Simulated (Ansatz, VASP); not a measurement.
**Si3N4: VASP beside Ansatz**

```
Si N
1.0
     0.00000    3.87198    3.87198
     3.87198    0.00000    3.87198
     3.87198    3.87198    0.00000
Si N
6 8
Direct
  0.12500 0.12500 0.62500
  0.12500 0.62500 0.12500
  0.62500 0.12500 0.12500
  0.12500 0.12500 0.12500
  0.75000 0.75000 0.75000
  0.50000 0.50000 0.50000
  0.36755 0.36755 0.36755
  0.35265 0.88245 0.88245
  0.88245 0.88245 0.35265
  0.88245 0.35265 0.88245
  0.36755 0.36755 0.89735
  0.36755 0.89735 0.36755
  0.88245 0.88245 0.88245
  0.89735 0.36755 0.36755
```

Alike in both runs: task single point; functional PBEsol; k mesh 6 × 6 × 6; occupations gaussian, width 0.02 eV; no spin polarisation.

```csv
,VASP,Ansatz
version,VASP 6.6.1,Ansatz 0.2.0
potentials or method,"VASP PAW PBE potentials, release 64 (Si, N), cutoff 520 eV","scalar-relativistic, plane waves, PAW"
valence electrons in the cell,64,64
```

|  | VASP | Ansatz | Ansatz less VASP |
| --- | --- | --- | --- |
| gap on the k mesh at the Fermi level (eV) | 3.28 | 3.29 | +0.007 |
| least direct gap on the mesh (eV) | 3.32 | 3.32 | +0.008 |
| pressure (GPa) | 0.3 | 0.0 | -0.36 |
| rms of the force components (eV/Å) | 0.004 | 0.000 | -0.0037 |

VASP's potentials were made for PBE, not for PBEsol. Atom by atom the forces differ by 0.004 eV/Å (rms over components).
